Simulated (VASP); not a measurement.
# Y (I4_1/amd) in VASP: a series of runs

Y is run at these levels: PBE; tasks: single point.

Program: VASP 6.6.1. These are calculated values, not measurements. Logs are shortened: lines on timing, memory, paths and dates and some standing lists are left out, and cuts for length are marked.

### 1 The cell of the first run

The structure is tetragonal, space group I4_1/amd (No. 141). The conventional cell has a = 4.622 Å, b = 4.622 Å, c = 2.783 Å, α = 90.00°, β = 90.00°, γ = 90.00°. Within 3.2 Å of Y (site symmetry -4m2) lie 10 Y at 2.41 to 3.11 Å.

### 2 Single point, PBE

INCAR reads:

```
SYSTEM = Y
PREC     = Accurate       ! precision mode
ENCUT    = 520            ! plane-wave cutoff, eV
EDIFF    = 1E-7           ! SCF threshold, eV
ISMEAR   = -1             ! smearing method
SIGMA    = 0.08           ! smearing width, eV
LREAL    = .FALSE.        ! projectors in reciprocal space
LASPH    = .TRUE.         ! aspherical terms in the spheres
NELM     = 100            ! most SCF steps
ALGO     = Normal         ! electronic algorithm
ISIF     = 2              ! what is computed and relaxed
LWAVE    = .FALSE.        ! write WAVECAR
LCHARG   = .TRUE.         ! write CHGCAR
GGA      = PE             ! functional
LELF     = .TRUE.         ! ELF
LVHAR    = .TRUE.       
NBANDS   = 18             ! bands
```

KPOINTS reads:

```
regular mesh
0
G
  14 14 14
  0 0 0
```

POSCAR reads:

```
Y
1.0
   -2.3107684481      2.3107684481      1.3912515357
    2.3107684481     -2.3107684481      1.3912515357
    2.3107684481      2.3107684481     -1.3912515357
Y
2
Direct
   -0.3750000000     -0.1250000000     -0.2500000000
    0.3750000000      0.1250000000      0.2500000000
```

Potentials or basis: VASP PAW PBE potentials, release 64 (Y_sv).

Command:

```sh
cat potpaw_PBE.64/Y_sv/POTCAR > POTCAR
mpirun -np 1 vasp_std > vasp.out
```

OUTCAR:

```text
SYSTEM = Y
   PREC = Accurate
   ENCUT = 520
   EDIFF = 1E-7
   ISMEAR = -1
   LREAL = .FALSE.
   LASPH = .TRUE.
   NELM = 100
   ISIF = 2
   GGA = PE

 ion  position               nearest neighbor table
   1  0.625  0.875  0.750-   2 2.41   2 2.41   2 2.41   2 2.41   2 3.11   2 3.11   2 3.11   2 3.11
                             2 4.18   2 4.18
   2  0.375  0.125  0.250-   1 2.41   1 2.41   1 2.41   1 2.41   1 3.11   1 3.11   1 3.11   1 3.11
                             1 4.18   1 4.18

  LATTYP: Found a body centered tetragonal cell.
 ALAT       =     4.6215368962
 C/A-ratio  =     0.6020731055

  Lattice vectors:

 A1 = (  -2.3107684481,   2.3107684481,   1.3912515357)
 A2 = (   2.3107684481,  -2.3107684481,   1.3912515357)
 A3 = (   2.3107684481,   2.3107684481,  -1.3912515357)

Analysis of symmetry for initial positions (statically):
=====================================================================
 Subroutine PRICEL returns:
 Original cell was already a primitive cell.

 Routine SETGRP: Setting up the symmetry group for a
 body centered tetragonal supercell.

 Subroutine GETGRP returns: Found 16 space group operations
 (whereof  4 operations were pure point group operations)
 out of a pool of 16 trial point group operations.

The static configuration has the point symmetry C_2h.
 The point group associated with its full space group is D_4h.

Analysis of symmetry for dynamics (positions and initial velocities):
=====================================================================
 Subroutine PRICEL returns:
 Original cell was already a primitive cell.

 Routine SETGRP: Setting up the symmetry group for a
 body centered tetragonal supercell.

 Subroutine GETGRP returns: Found 16 space group operations
 (whereof  4 operations were pure point group operations)
 out of a pool of 16 trial point group operations.

The dynamic configuration has the point symmetry C_2h.
 The point group associated with its full space group is D_4h.

 Subroutine INISYM returns: Found 16 space group operations
 (whereof  4 operations are pure point group operations),
 and found     1 'primitive' translations

----------------------------------------------------------------------------------------

                                     Primitive cell

  volume of cell :      29.7152

  direct lattice vectors                    reciprocal lattice vectors
    -2.310768448  2.310768448  1.391251536     0.000000000  0.216378236  0.359388642
     2.310768448 -2.310768448  1.391251536     0.216378236  0.000000000  0.359388642
     2.310768448  2.310768448 -1.391251536     0.216378236  0.216378236  0.000000000

  length of vectors
     3.551743583  3.551743583  3.551743583     0.419499388  0.419499388  0.306005036

  position of ions in fractional coordinates (direct lattice)
     0.625000000  0.875000000  0.750000000
     0.375000000  0.125000000  0.250000000

  ion indices of the primitive-cell ions
   primitive index   ion index
                 1           1
                 2           2

----------------------------------------------------------------------------------------

 KPOINTS: regular mesh

Automatic generation of k-mesh.
 Grid dimensions read from file:
 generate k-points for:   14   14   14

 Generating k-lattice:

  Cartesian coordinates                     Fractional coordinates (reciprocal lattice)
     0.000000000  0.015455588  0.025670617     0.071428571  0.000000000  0.000000000
     0.015455588  0.000000000  0.025670617     0.000000000  0.071428571  0.000000000
     0.015455588  0.015455588  0.000000000     0.000000000  0.000000000  0.071428571

  Length of vectors
     0.029964242  0.029964242  0.021857503

  Shift w.r.t. Gamma in fractional coordinates (k-lattice)
     0.000000000  0.000000000  0.000000000

 Subroutine IBZKPT returns following result:
 ===========================================

 Found    244 irreducible k-points:

 Following reciprocal coordinates:
            Coordinates               Weight
  0.000000  0.000000  0.000000      1.000000
  0.071429  0.000000  0.000000      8.000000
  0.142857  0.000000 -0.000000      8.000000
  0.214286  0.000000  0.000000      8.000000
  0.285714  0.000000 -0.000000      8.000000
  0.357143 -0.000000  0.000000      8.000000
[... 16 lines left out ...]
  0.214286  0.142857  0.000000     16.000000
  0.285714  0.142857 -0.000000     16.000000
 [... further k-points ...]
   k-points           NKPTS =    244   k-points in BZ     NKDIM =    244   number of bands    NBANDS=     18
   number of dos      NEDOS =    301   number of ions     NIONS =      2
   total plane-waves  NPLWV =  21952
   dimension x,y,z NGX =    28 NGY =   28 NGZ =   28
   dimension x,y,z NGXF=    56 NGYF=   56 NGZF=   56
   ions per type =               2
   NGX,Y,Z   is equivalent  to a cutoff of  13.11, 13.11, 13.11 a.u.
   NGXF,Y,Z  is equivalent  to a cutoff of  26.21, 26.21, 26.21 a.u.
 SYSTEM =  Y
   PREC   = accura    normal or accurate (medium, high low for compatibility)
   ISTART =      0    job   : 0-new  1-cont  2-samecut
   ICHARG =      2    charge: 1-file 2-atom 10-const
   ISPIN  =      1    spin polarized calculation?
   LNONCOLLINEAR =      F non collinear calculations
   LSORBIT =      F    spin-orbit coupling
   LASPH  =      T    aspherical Exc in radial PAW
   ENCUT  =  520.0 eV  38.22 Ry    6.18 a.u.   6.60  6.60  6.60*2*pi/ulx,y,z
   NELM   =    100;   NELMIN=  2; NELMDL= -5     # of ELM steps
   EDIFF  = 0.1E-06   stopping-criterion for ELM
   LREAL  =      F    real-space projection
   EDIFFG = 0.1E-05   stopping-criterion for IOM
   NSW    =      0    number of steps for IOM
   IBRION =     -1    ionic relax: 0-MD 1-quasi-New 2-CG
   NFREE  =      0    steps in history (QN), initial steepest desc. (CG)
   ISIF   =      2    stress and relaxation
   ISYM   =      2    0-nonsym 1-usesym 2-fastsym
   POTIM  = 0.5000    time-step for ionic-motion
   TEBEG  =    0.0;   TEEND  =   0.0 temperature during run
   PSTRESS=    0.0 pullay stress
   NELECT =      22.0000    total number of electrons
   NUPDOWN=      -1.0000    fix difference up-down
   EMIN   =  10.00;   EMAX   =-10.00  energy-range for DOS
   EFERMI =   0.00;   METHOD = LEGACY
   ISMEAR =    -1;   SIGMA  =   0.08  broadening in eV -4-tet -1-fermi 0-gaus
   EFERMI_NEDOS =   21; number of points for ismear=-14 and -15
   IALGO  =     38    algorithm
   IMIX   =      4    mixing-type and parameters
     AMIX     =   0.40;   BMIX     =  1.00
     AMIX_MAG =   1.60;   BMIX_MAG =  1.00
  volume/ion in A,a.u.               =      14.86       100.26
  Fermi-wavevector in a.u.,A,eV,Ry     =   1.481004  2.798692 29.842648  2.193373
  Thomas-Fermi vector in A             =   2.594968
   LORBIT       =      0    0 simple, 1 ext, 2 COOP (PROOUT), +10 PAW based schemes
   GGA     = PE    functional components
   LHFCALC =     F    Hartree Fock is set to
   AEXX    =    0.0000 exact exchange contribution
   IVDW    =     0    specifies the selected vdW correction
   LEPSILON=     F    determine dielectric tensor
   LRPA    =     F    only Hartree local field effects (RPA)
 non-spin polarized calculation
  energy-cutoff  :      520.00
  volume of cell :       29.72
 maximum number of plane-waves:       819
   NGX = 13   NGY = 13   NGZ = 13

 number of electron      22.0000000 magnetization

 Free energy of the ion-electron system (eV)
  ---------------------------------------------------
  ext. energy  EPLUGINS =         0.00000000
  ---------------------------------------------------
  free energy    TOTEN  =        -5.86612100 eV

  energy without entropy =       -5.83668519  energy(sigma->0) =       -5.85140310

 E-fermi :   8.0489     XC(G=0): -13.0483

 val. band max:        8.0388902375   @ k =   0.2857   0.2143  -0.0000
 cond. band min:       8.0581796432   @ k =   0.1429   0.1429   0.0714
 fundamental gap:      0.0192894057
 Fermi energy:         8.0488621184

 k-point     1 :       0.0000    0.0000    0.0000
  band No.  band energies     occupation
      1     -35.2813      2.00000
      2     -32.5192      2.00000
      3     -16.4257      2.00000
      4     -16.4257      2.00000
      5     -12.6325      2.00000
      6     -12.5189      2.00000
[... 10 lines left out ...]
     17      12.3746      0.00000
     18      20.7835      0.00000

 k-point     2 :       0.0714    0.0000    0.0000
  band No.  band energies     occupation
      1     -35.2363      2.00000
      2     -32.5337      2.00000
      3     -16.4263      2.00000
      4     -16.3521      2.00000
      5     -12.7922      2.00000
      6     -12.6891      2.00000
[... 10 lines left out ...]
     17      13.9117      0.00000
     18      20.5154      0.00000

 k-point     3 :       0.1429    0.0000   -0.0000
  band No.  band energies     occupation
      1     -35.1063      2.00000
      2     -32.5767      2.00000
      3     -16.4271      2.00000
      4     -16.1517      2.00000
      5     -13.2733      2.00000
      6     -13.0886      2.00000
[... 10 lines left out ...]
     17      15.1521      0.00000
     18      19.4856      0.00000

 k-point     4 :       0.2143    0.0000    0.0000
  band No.  band energies     occupation
      1     -34.9067      2.00000
      2     -32.6460      2.00000
      3     -16.4261      2.00000
      4     -15.8967      2.00000
      5     -13.9696      2.00000
      6     -13.5239      2.00000
[... 375 lines left out ...]
      4     -16.0841      2.00000
      5     -14.3307      2.00000
      6     -14.1495      2.00000
[... 10 lines left out ...]
     17      15.0403      0.00000
     18      18.6886      0.00000

 k-point    23 :       0.2143    0.1429    0.0000
  band No.  band energies     occupation
      1     -34.5274      2.00000
      2     -32.7186      2.00000
      3     -16.3350      2.00000
      4     -15.9693      2.00000
      5     -14.7487      2.00000
      6     -14.4903      2.00000
[... 10 lines left out ...]
     17      15.8907      0.00000
     18      17.5823      0.00000

 k-point    24 :       0.2857    0.1429   -0.0000
  band No.  band energies     occupation
      1     -34.3036      2.00000
      2     -32.8457      2.00000
      3     -16.5355      2.00000
      4     -15.9380      2.00000
      5     -15.0874      2.00000
      6     -14.4481      2.00000
[... 10 lines left out ...]
     17      16.4751      0.00000
     18      17.9580      0.00000

 [... further k-points ...]

------------------------ aborting loop because EDIFF is reached ----------------------------------------

  FORCE on cell =-STRESS in cart. coord.  units (eV):
  Direction    XX          YY          ZZ          XY          YZ          ZX
  --------------------------------------------------------------------------------------
  -------------------------------------------------------------------------------------
  Total       19.0911432     19.0911432     18.9413648     -0.0000000     -0.0000000      0.0000000
  in kB     1029.3522338   1029.3522338   1021.2765158     -0.0000000     -0.0000000      0.0000000
  external PRESSURE =    1026.6603278 kB  Pullay stress =       0.0000000 kB

 VOLUME and BASIS-vectors are now :
 -----------------------------------------------------------------------------
  energy-cutoff  :      520.00
  volume of cell :       29.72
      direct lattice vectors                 reciprocal lattice vectors
    -2.310768448  2.310768448  1.391251536     0.000000000  0.216378236  0.359388642
     2.310768448 -2.310768448  1.391251536     0.216378236  0.000000000  0.359388642
     2.310768448  2.310768448 -1.391251536     0.216378236  0.216378236  0.000000000

 POSITION                                       TOTAL-FORCE (eV/Angst)
 -----------------------------------------------------------------------------------
      2.31077      1.15538      1.04344        -0.000000      0.000000      0.000000
      0.00000      1.15538      0.34781         0.000000     -0.000000     -0.000000
 -----------------------------------------------------------------------------------
    total drift:                               -0.000000      0.000000     -0.000000

  FREE ENERGIE OF THE ION-ELECTRON SYSTEM (eV)
  ---------------------------------------------------
  free  energy   TOTEN  =        -5.8661209987 eV

  energy  without entropy=       -5.8366851934  energy(sigma->0) =       -5.85140310
```

Wall time 3.1 min (1 thread of Oxide Virtual Turin-like, shared host); peak memory 0.23 GiB.

Results:

| Property | Result |
| --- | --- |
| Free energy | -5.8661 eV |
| Pressure | 102.7 GPa |
| Band gap on the k mesh | zero (bands 11 and 12 overlap by 3.45 eV) |

Stress tensor (GPa, compression positive):
```
102.94   0.00   0.00
  0.00 102.94   0.00
  0.00   0.00 102.13
```

Levels at points of the mesh, in eV from the Fermi level:
```
           k point  band 7  band 8  band 9  band 10  band 11  band 12  band 13  band 14  band 15  band 16
(0.00, 0.00, 0.00)  -19.69  -19.69   -5.64    -3.99    -1.05    -0.53     1.21     3.67     3.67     4.33
(0.50, 0.00, 0.00)  -20.97  -19.69   -3.67    -2.97    -0.83     1.53     2.49     4.57     5.32     5.49
(0.50, 0.50, 0.00)  -20.17  -20.17   -2.45    -2.45     0.22     0.22     2.96     2.96     5.82     5.82
(0.50, 0.50, 0.50)  -18.86  -18.86   -1.77    -1.77     2.03     2.03     3.39     3.39     5.22     5.22
```

Caveat: the cell stands under pressure.

(Continued in part 2 of 3.)
